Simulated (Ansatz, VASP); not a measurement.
**One calculation of KCl, two programs**

The input INCAR:

```
SYSTEM = KCl
PREC     = Accurate       ! precision mode
ENCUT    = 520            ! plane-wave cutoff, eV
EDIFF    = 1E-6           ! SCF threshold, eV
ISMEAR   = 0              ! smearing method
SIGMA    = 0.05           ! smearing width, eV
LREAL    = .FALSE.        ! projectors in reciprocal space
LASPH    = .TRUE.         ! aspherical terms in the spheres
NELM     = 60             ! most SCF steps
ALGO     = Normal         ! electronic algorithm
ISIF     = 2              ! what is computed and relaxed
LWAVE    = .FALSE.        ! write WAVECAR
LCHARG   = .TRUE.         ! write CHGCAR
LELF     = .TRUE.         ! ELF
LVHAR    = .TRUE.       
NBANDS   = 15             ! bands
```

File KPOINTS:

```
Automatic mesh
0
G
  6 6 6
  0 0 0
```

The input POSCAR:

```
KCl
1.0
    3.8391960000      0.0000000000      0.0000000000
    0.0000000000      3.9735678600      0.0000000000
    0.0000000000      0.0000000000      3.8391960000
K Cl
1 1
Direct
    0.0000000000      0.0000000000      0.0000000000
    0.5000000000      0.5000000000      0.5000000000
```

Input for Ansatz:

```yaml
crystal:
  lattice:
    - [3.839196, 0.0, 0.0]
    - [0.0, 3.97356786, 0.0]
    - [0.0, 0.0, 3.839196]
  atoms:
    - { symbol: K, position: [0.0, 0.0, 0.0] }
    - { symbol: Cl, position: [0.5, 0.5, 0.5] }
basis:
  ecutwfc: 420
kpoints:
  mp_grid: { grid: [6, 6, 6] }
hamiltonian:
  xc: lda
scf:
  occupations: { method: gaussian, width: 0.05 }
output:
  forces: true
  stress: true
  eigenvalues: true
```

Change from the starting cell: strain +0.0350 x Voigt [0, 1, 0, 0, 0, 0], atoms carried along.

Alike in both runs: task single point; functional LDA; k mesh 6 × 6 × 6; occupations gaussian, width 0.05 eV; no spin polarisation.

|  | VASP | Ansatz |
| --- | --- | --- |
| version | VASP 6.6.1 | Ansatz 0.2.0 |
| potentials or method | VASP PAW LDA potentials, release 64 (K_sv, Cl), cutoff 520 eV | scalar-relativistic, plane waves, PAW |
| valence electrons in the cell | 16 | 16 |

|  | VASP | Ansatz | Ansatz less VASP |
| --- | --- | --- | --- |
| gap on the k mesh at the Fermi level (eV) | 4.17 | 4.16 | -0.006 |
| least direct gap on the mesh (eV) | 4.37 | 4.36 | -0.007 |
| pressure (GPa) | -3.5 | -3.5 | -0.01 |
| traceless stress, the component that is largest in VASP (GPa) | -0.92 | -0.92 | -0.002 |

LDA's correlation is that of Perdew and Zunger in VASP and of Perdew and Wang (1992) in Ansatz.
